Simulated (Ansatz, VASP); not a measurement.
## AlCu in VASP and in Ansatz

```
CELL_PARAMETERS angstrom
2.98053 0.00000 0.00000
0.00000 2.98053 0.00000
0.00000 0.00000 2.98053
ATOMIC_POSITIONS crystal
Al 0.00000 0.00000 0.00000
Cu 0.50000 0.50000 0.50000
```

Change from the starting cell: mode 4 frozen in at +0.000 Å, equal normal strain along x, y and z +0.0083.

Alike in both runs: task single point; functional PBEsol; k mesh 16 × 16 × 16; occupations gaussian, width 0.15 eV; no spin polarisation.

|  | VASP | Ansatz |
| --- | --- | --- |
| version | VASP 6.6.1 | Ansatz 0.2.0 |
| potentials or method | VASP PAW PBE potentials, release 64 (Al, Cu), cutoff 520 eV | scalar-relativistic, plane waves, PAW |
| valence electrons in the cell | 14 | 22 |

|  | VASP | Ansatz | Ansatz less VASP |
| --- | --- | --- | --- |
| gap on the k mesh at the Fermi level (eV) | none | none | - |
| pressure (GPa) | -2.6 | -3.0 | -0.39 |

VASP's potentials were made for PBE, not for PBEsol, and Ansatz warns of the same on its side. A gap of «none» marks a metal or a gap that the smearing closes. VASP's potentials hold 14 valence electrons a cell and Ansatz's 22, so a difference there can come from the potentials and not from the codes.
